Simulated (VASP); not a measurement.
Here is a VASP 6.6.1 calculation.

INCAR

```
SYSTEM = InSe
PREC = Accurate
ENCUT = 520
EDIFF = 1E-6
ISMEAR = -1
SIGMA = 0.02
LREAL = .False.
LASPH = .True.
NELM = 100
ALGO = Normal
ISIF = 2
LWAVE = .False.
LCHARG = .True.
GGA = PS
LELF = .True.
LVHAR = .True.
NBANDS = 27
```

The input KPOINTS:

```
Automatic mesh
0
Gamma
  7 7 6
  0 0 0
```

The input POSCAR:

```
InSe
1.0
    5.8873975131     -2.0618272927      0.0000000000
    5.8873975131      2.0618272927      0.0000000000
   -1.6047294086      0.0000000000      4.3380208189
In Se
2 2
Direct
    0.8840000000      0.8840000000      0.0050000000
    0.1160000000      0.1160000000      0.9950000000
    0.6600000000      0.6600000000      0.6420000000
    0.3400000000      0.3400000000      0.3580000000
```

Potentials or basis: VASP PAW PBE potentials, release 64 (In_d, Se).

The run is started by

```bash
$ cat potpaw_PBE.64/In_d/POTCAR potpaw_PBE.64/Se/POTCAR > POTCAR
$ mpirun -np 1 vasp_std > vasp.out
```

(1) What does it give for the largest force?

(2) What does it give for the band gap on the k mesh?

(3) Estimate the pressure.

Results:

(1) 0.671 eV/Å.

(2) 0.86 eV (least direct gap 1.25 eV).

(3) -0.6 GPa.

Caveat: the PAW data sets were made with another functional, which shifts forces and pressure a little; spin-orbit coupling is left out, which moves the levels of the heavy elements.
